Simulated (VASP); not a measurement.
A run of VASP 6.6.1 is set up as follows.

INCAR

```
SYSTEM = GaP
ALGO = Normal
EDIFF = 1E-6
ENCUT = 520
GGA = PE
ISIF = 2
ISMEAR = -1
LASPH = .TRUE.
LCHARG = .FALSE.
LREAL = .FALSE.
LWAVE = .FALSE.
NBANDS = 16
NELM = 60
PREC = Accurate
SIGMA = 0.1
```

Contents of KPOINTS:

```
k-points
0
G
  12 12 12
  0 0 0
```

POSCAR

```
GaP
1.0
    0.0000000000      2.3724671838      2.3724671838
    2.3724671838      0.0000000000      2.3724671838
    2.3724671838      2.3724671838      0.0000000000
Ga P
1 1
Direct
    0.0000000000      0.0000000000      0.0000000000
    0.2500000000      0.2500000000      0.2500000000
```

Potentials or basis: VASP PAW PBE potentials, release 64 (Ga_d, P).

The run is started by

```bash
$ cat potpaw_PBE.64/Ga_d/POTCAR potpaw_PBE.64/P/POTCAR > POTCAR
$ mpirun -np 1 vasp_std > vasp.out
```

Problem. Estimate the pressure.

Solution. 89.0 GPa.

Problem. What does it give for the band gap on the k mesh?

Solution. 0.44 eV, indirect (least direct gap 3.39 eV).

 A k mesh can miss the band edges.
